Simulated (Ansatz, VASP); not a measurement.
Two plane-wave programs on NaI

Contents of INCAR:

```
SYSTEM = NaI
PREC = Accurate
ENCUT = 520
EDIFF = 1E-8
ISMEAR = -1
SIGMA = 0.01
LREAL = .FALSE.
LASPH = .TRUE.
NELM = 100
ALGO = Normal
ISIF = 2
LWAVE = .FALSE.
LCHARG = .FALSE.
GGA = PE
LEFG = .TRUE.
NBANDS = 14
```

The input KPOINTS:

```
regular mesh
0
G
  7 7 7
  0 0 0
```

POSCAR

```
NaI
1.0
    0.0000000000      3.2578337372      3.2578337372
    3.2578337372      0.0000000000      3.2578337372
    3.2578337372      3.2578337372      0.0000000000
Na I
1 1
Direct
    0.0000000000      0.0000000000      0.0000000000
    0.5000000000      0.5000000000      0.5000000000
```

Input for Ansatz:

```yaml
crystal:
  lattice:
    - [0.0, 3.2578337372, 3.2578337372]
    - [3.2578337372, 0.0, 3.2578337372]
    - [3.2578337372, 3.2578337372, 0.0]
  atoms:
    - { symbol: Na, position: [0.0, 0.0, 0.0] }
    - { symbol: I, position: [0.5, 0.5, 0.5] }
kpoints:
  mp_grid: { grid: [7, 7, 7] }
scf:
  occupations: { method: fermi_dirac, width: 0.01 }
hamiltonian:
  xc: pbe
  pseudopotentials: { kind: paw }
output:
  forces: true
  stress: true
  eigenvalues: true
  efg: { contact_densities: true }
```

Change from the starting cell: volume scaled by 1.02, PAW files.

Alike in both runs: task electric field gradients; functional PBE; k mesh 7 × 7 × 7; occupations fermi-dirac, width 0.01 eV; no spin polarisation.

|  | VASP | Ansatz |
| --- | --- | --- |
| version | VASP 6.6.1 | Ansatz 0.2.0 |
| potentials or method | VASP PAW PBE potentials, release 64 (Na_pv, I) | PAW with Ansatz's default frozen-core files, scalar-relativistic |
| plane-wave cutoff (eV) | 520 | 420 |
| valence electrons in the cell | 14 | 26 |

|  | VASP | Ansatz | Ansatz less VASP |
| --- | --- | --- | --- |
| gap on the k mesh at the Fermi level (eV) | 3.59 | 3.59 | +0.003 |
| pressure (GPa) | 0.1 | 0.1 | -0.01 |

The functional is the same, so the differences come from potentials, cutoffs and numerics. VASP's potentials hold 14 valence electrons a cell and Ansatz's 26, so a difference there can come from the potentials and not from the codes.

Spin-orbit coupling is off throughout.
